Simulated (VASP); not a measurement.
Input of a VASP 6.6.1 run:

Contents of INCAR:

```
ALGO     = Normal         # electronic algorithm
EDIFF    = 1E-7           # SCF threshold, eV
ENCUT    = 520            # plane-wave cutoff, eV
ISIF     = 2              # what is computed and relaxed
ISMEAR   = -1             # smearing method
LASPH    = T              # aspherical terms in the spheres
LCHARG   = F              # write CHGCAR
LREAL    = F              # projectors in reciprocal space
LWAVE    = F              # write WAVECAR
NBANDS   = 14             # bands
NELM     = 80             # most SCF steps
PREC     = Accurate       # precision mode
SIGMA    = 0.08           # smearing width, eV
```

Contents of KPOINTS:

```
k-points
0
Gamma
  16 16 16
```

The input POSCAR:

```
SiNi
1.0
    0.0000000000      2.3213761312      2.3213761312
    2.3213761312      0.0000000000      2.3213761312
    2.3213761312      2.3213761312      0.0000000000
Ni Si
1 1
Direct
    0.0000000000      0.0000000000      0.0000000000
    0.5000000000      0.5000000000      0.5000000000
```

Potentials or basis: VASP PAW LDA potentials, release 64 (Ni, Si).

The run is started by

```sh
$ cat potpaw_LDA.64/Ni/POTCAR potpaw_LDA.64/Si/POTCAR > POTCAR
$ mpirun -np 1 vasp_std > vasp.out
```

(1) Predict the pressure.

(2) Estimate the band gap on the k mesh.

Results:

(1) 0.3 GPa.

(2) zero (bands 7 and 8 overlap by 5.35 eV).
